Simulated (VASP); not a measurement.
# Pd (Fm-3m) in VASP: further runs

Runs on Pd. Level: LDA. Tasks: single point.

Everything below comes from runs of VASP 6.6.1. Logs are shortened: lines on timing, memory, paths and dates and some standing lists are left out, and cuts for length are marked.

### 1 The cell of the first run

It takes space group Fm-3m (No. 225, cubic). The conventional cell has a = 3.841 Å, b = 3.841 Å, c = 3.841 Å, α = 90.00°, β = 90.00°, γ = 90.00°. Within 3.6 Å of Pd (site symmetry m-3m) lie 12 Pd at 2.72 Å.

### 2 Single point, LDA, collinear spin, ferromagnetic start

Input file INCAR:

```
PREC = Accurate ; ENCUT = 520
EDIFF = 1E-6 ; ISMEAR = -1
SIGMA = 0.05 ; LREAL = False
LASPH = True ; NELM = 150
ALGO = Normal ; ISIF = 2
LWAVE = False ; LCHARG = True
ISPIN = 2 ; MAGMOM = 0.5
LORBIT = 11 ; LMAXMIX = 4
LELF = True ; LVHAR = True
NBANDS = 15
```

Input file KPOINTS:

```
regular mesh
0
Gamma
  2 2 2
```

Input file POSCAR:

```
Pd
1.0
    0.0000000000      1.9202771092      1.9202771092
    1.9202771092      0.0000000000      1.9202771092
    1.9202771092      1.9202771092      0.0000000000
Pd
1
Direct
    0.0000000000      0.0000000000      0.0000000000
```

Potentials or basis: VASP PAW LDA potentials, release 64 (Pd).

The run is started by

```bash
cat potpaw_LDA.64/Pd/POTCAR > POTCAR
mpirun -np 1 vasp_std > vasp.out
```

OUTCAR:

```text
PREC = Accurate
   ENCUT = 520
   EDIFF = 1E-6
   ISMEAR = -1
   LREAL = False
   LASPH = True
   NELM = 150
   ISIF = 2
   ISPIN = 2
   LORBIT = 11

 ion  position               nearest neighbor table
   1  0.000  0.000  0.000-

  LATTYP: Found a face centered cubic cell.
 ALAT       =     3.8405542184

  Lattice vectors:

 A1 = (   0.0000000000,   1.9202771092,   1.9202771092)
 A2 = (   1.9202771092,   0.0000000000,   1.9202771092)
 A3 = (   1.9202771092,   1.9202771092,   0.0000000000)

Analysis of symmetry for initial positions (statically):
[... 25 lines left out ...]
The dynamic configuration has the point symmetry O_h .

Analysis of structural, dynamic, and magnetic symmetry:
=====================================================================
 Subroutine PRICEL returns:
[... 7 lines left out ...]
 out of a pool of 48 trial point group operations.

The overall configuration has the point symmetry O_h .

 Subroutine INISYM returns: Found 48 space group operations
[... 5 lines left out ...]
                                     Primitive cell

  volume of cell :      14.1619

  direct lattice vectors                    reciprocal lattice vectors
     0.000000000  1.920277109  1.920277109    -0.260379087  0.260379087  0.260379087
     1.920277109  0.000000000  1.920277109     0.260379087 -0.260379087  0.260379087
     1.920277109  1.920277109  0.000000000     0.260379087  0.260379087 -0.260379087

  length of vectors
     2.715681931  2.715681931  2.715681931     0.450989807  0.450989807  0.450989807

  position of ions in fractional coordinates (direct lattice)
     0.000000000  0.000000000  0.000000000

  ion indices of the primitive-cell ions
   primitive index   ion index
                 1           1

----------------------------------------------------------------------------------------

 KPOINTS: regular mesh

Automatic generation of k-mesh.
 Grid dimensions read from file:
 generate k-points for:    2    2    2

 Generating k-lattice:

  Cartesian coordinates                     Fractional coordinates (reciprocal lattice)
    -0.130189543  0.130189543  0.130189543     0.500000000  0.000000000  0.000000000
     0.130189543 -0.130189543  0.130189543     0.000000000  0.500000000  0.000000000
     0.130189543  0.130189543 -0.130189543     0.000000000  0.000000000  0.500000000

  Length of vectors
     0.225494904  0.225494904  0.225494904

  Shift w.r.t. Gamma in fractional coordinates (k-lattice)
     0.000000000  0.000000000  0.000000000

 Subroutine IBZKPT returns following result:
 ===========================================

 Found      3 irreducible k-points:

 Following reciprocal coordinates:
            Coordinates               Weight
  0.000000  0.000000  0.000000      1.000000
  0.500000  0.000000  0.000000      4.000000
  0.500000  0.500000  0.000000      3.000000
   k-points           NKPTS =      3   k-points in BZ     NKDIM =      3   number of bands    NBANDS=     15
[... 62 lines left out ...]

  energy without entropy =       -2.98218747  energy(sigma->0) =       -2.99620001

 E-fermi :  11.4391     XC(G=0): -13.6800

 val. band max:       11.3099357646   @ k =   0.5000   0.0000   0.0000
 cond. band min:      11.5248169900   @ k =   0.5000   0.0000   0.0000
 fundamental gap:      0.2148812254
 Fermi energy:        11.4390855230

 spin component 1

 k-point     1 :       0.0000    0.0000    0.0000
  band No.  band energies     occupation
      1       2.4461      1.00000
      2       7.4056      1.00000
      3       7.4056      1.00000
      4       7.4056      1.00000
      5       9.4324      1.00000
      6       9.4324      1.00000
      7      26.9927      0.00000
      8      32.1140      0.00000
      9      32.1140      0.00000
     10      32.1140      0.00000
     11      36.9763      0.00000
     12      37.6617      0.00000
     13      41.5746      0.00000
     14      41.5746      0.00000
[... 22 lines left out ...]
      1       4.6241      1.00000
      2       4.8546      1.00000
      3      10.7701      1.00000
      4      10.9301      0.99996
      5      10.9301      0.99996
      6      13.2690      0.00000
      7      21.5426      0.00000
      8      23.3454      0.00000
      9      23.3454      0.00000
     10      32.2757      0.00000
     11      32.5519      0.00000
     12      37.2874      0.00000
     13      41.9953      0.00000
     14      45.2616      0.00000
     15      45.2998      0.00000
 Fermi energy:        11.4390855230

 spin component 2

 k-point     1 :       0.0000    0.0000    0.0000
  band No.  band energies     occupation
      1       3.0741      1.00000
      2       8.1166      1.00000
      3       8.1166      1.00000
      4       8.1166      1.00000
      5       9.9380      1.00000
      6       9.9380      1.00000
      7      27.6362      0.00000
      8      32.7501      0.00000
      9      32.7501      0.00000
     10      32.7501      0.00000
     11      37.9143      0.00000
     12      38.5439      0.00000
     13      42.2244      0.00000
     14      42.2244      0.00000
[... 23 lines left out ...]
      2       5.5462      1.00000
      3      11.2708      0.96661
      4      11.6760      0.00869
      5      11.6760      0.00869
      6      13.8804      0.00000
      7      22.1349      0.00000
      8      23.9540      0.00000
      9      23.9540      0.00000
     10      33.0040      0.00000
     11      33.2273      0.00000
     12      38.2437      0.00000
     13      42.5896      0.00000
     14      46.0735      0.00000
     15      46.0757      0.00000

------------------------ aborting loop because EDIFF is reached ----------------------------------------

  FORCE on cell =-STRESS in cart. coord.  units (eV):
  Direction    XX          YY          ZZ          XY          YZ          ZX
  --------------------------------------------------------------------------------------
  -------------------------------------------------------------------------------------
  Total        5.6926621      5.6926621      5.6926621      0.0000000     -0.0000000     -0.0000000
  in kB      644.0273017    644.0273017    644.0273017      0.0000000     -0.0000000     -0.0000000
  external PRESSURE =     644.0273017 kB  Pullay stress =       0.0000000 kB

 VOLUME and BASIS-vectors are now :
 -----------------------------------------------------------------------------
  energy-cutoff  :      520.00
  volume of cell :       14.16
      direct lattice vectors                 reciprocal lattice vectors
     0.000000000  1.920277109  1.920277109    -0.260379087  0.260379087  0.260379087
     1.920277109  0.000000000  1.920277109     0.260379087 -0.260379087  0.260379087
     1.920277109  1.920277109  0.000000000     0.260379087  0.260379087 -0.260379087

 POSITION                                       TOTAL-FORCE (eV/Angst)
 -----------------------------------------------------------------------------------
      0.00000      0.00000      0.00000         0.000000      0.000000      0.000000
 -----------------------------------------------------------------------------------
    total drift:                                0.000000      0.000000      0.000000

  FREE ENERGIE OF THE ION-ELECTRON SYSTEM (eV)
  ---------------------------------------------------
  free  energy   TOTEN  =        -3.0102125526 eV

  energy  without entropy=       -2.9821874702  energy(sigma->0) =       -2.99620001

 total charge

# of ion       s       p       d       tot
------------------------------------------
    1        0.462   0.461   8.733   9.655

 magnetization (x)

# of ion       s       p       d       tot
------------------------------------------
    1       -0.002   0.338   0.819   1.155
```

OSZICAR:

```text
N       E                     dE             d eps       ncg     rms          rms(c)
DAV:   1     0.469054373009E+02    0.46905E+02   -0.47063E+03   180   0.609E+02
DAV:   2    -0.239015977589E+01   -0.49296E+02   -0.47088E+02   222   0.156E+02
DAV:   3    -0.316908810395E+01   -0.77893E+00   -0.77048E+00   229   0.198E+01
DAV:   4    -0.317105237262E+01   -0.19643E-02   -0.19641E-02   229   0.101E+00
DAV:   5    -0.317106347766E+01   -0.11105E-04   -0.11105E-04   229   0.717E-02    0.173E+01
DAV:   6    -0.311055296870E+01    0.60511E-01   -0.75052E-01   222   0.547E+00    0.142E+01
DAV:   7    -0.297108621198E+01    0.13947E+00   -0.34892E-01   236   0.419E+00    0.810E+00
DAV:   8    -0.299589480318E+01   -0.24809E-01   -0.13114E-01   222   0.184E+00    0.198E+00
DAV:   9    -0.302577191127E+01   -0.29877E-01   -0.12058E-02   229   0.748E-01    0.141E+00
DAV:  10    -0.301979801890E+01    0.59739E-02   -0.61245E-03   222   0.583E-01    0.968E-01
DAV:  11    -0.301441449839E+01    0.53835E-02   -0.16033E-03   243   0.338E-01    0.725E-01
DAV:  12    -0.301101916544E+01    0.33953E-02   -0.13551E-03   208   0.305E-01    0.387E-01
DAV:  13    -0.301034598426E+01    0.67318E-03   -0.26942E-04   229   0.107E-01    0.153E-01
DAV:  14    -0.301023962702E+01    0.10636E-03   -0.24339E-05   251   0.369E-02    0.763E-02
DAV:  15    -0.301020452680E+01    0.35100E-04   -0.17856E-05   236   0.343E-02    0.236E-02
DAV:  16    -0.301021250801E+01   -0.79812E-05   -0.33432E-06   220   0.137E-02    0.255E-02
DAV:  17    -0.301021255263E+01   -0.44622E-07   -0.60547E-07   147   0.541E-03
   1 F= -.30102126E+01 E0= -.29962000E+01  d E =-.280251E-01  mag=     1.2499
```

Wall time 3.1 s (1 thread of Intel Xeon Platinum 8375C at 2.90GHz (Ice Lake), shared host); peak memory 0.12 GiB.

Results:

```
Free energy                                           : -3.0102 eV
Pressure                                              : 64.4 GPa
Net moment                                            : 1.25 μB per cell
Site moments                                          : Pd +1.16 μB
Valence electrons inside the program's atomic spheres : Pd 9.65
```

Levels at points of the mesh, in eV from the Fermi level:
Spin up:
| k point | band 2 | band 3 | band 4 | band 5 | band 6 | band 7 | band 8 | band 9 | band 10 | band 11 |
| --- | --- | --- | --- | --- | --- | --- | --- | --- | --- | --- |
| (0.00, 0.00, 0.00) | -4.03 | -4.03 | -4.03 | -2.01 | -2.01 | 15.55 | 20.67 | 20.67 | 20.67 | 25.54 |
| (0.50, 0.00, 0.00) | -3.99 | -3.99 | -0.77 | -0.77 | -0.58 | 6.51 | 14.97 | 19.93 | 19.93 | 25.67 |
| (0.50, 0.50, 0.00) | -6.58 | -0.67 | -0.51 | -0.51 | 1.83 | 10.10 | 11.91 | 11.91 | 20.84 | 21.11 |
Spin down:
| k point | band 3 | band 4 | band 5 | band 6 | band 7 | band 8 |
| --- | --- | --- | --- | --- | --- | --- |
| (0.00, 0.00, 0.00) | -3.32 | -3.32 | -1.50 | -1.50 | 16.20 | 21.31 |
| (0.50, 0.00, 0.00) | -3.39 | -0.13 | -0.13 | 0.09 | 7.17 | 15.68 |
| (0.50, 0.50, 0.00) | -0.17 | 0.24 | 0.24 | 2.44 | 10.70 | 12.51 |

Caveat: the k points lie up to 1.42 Å⁻¹ apart.

(Part 1 of 2 ends here.)
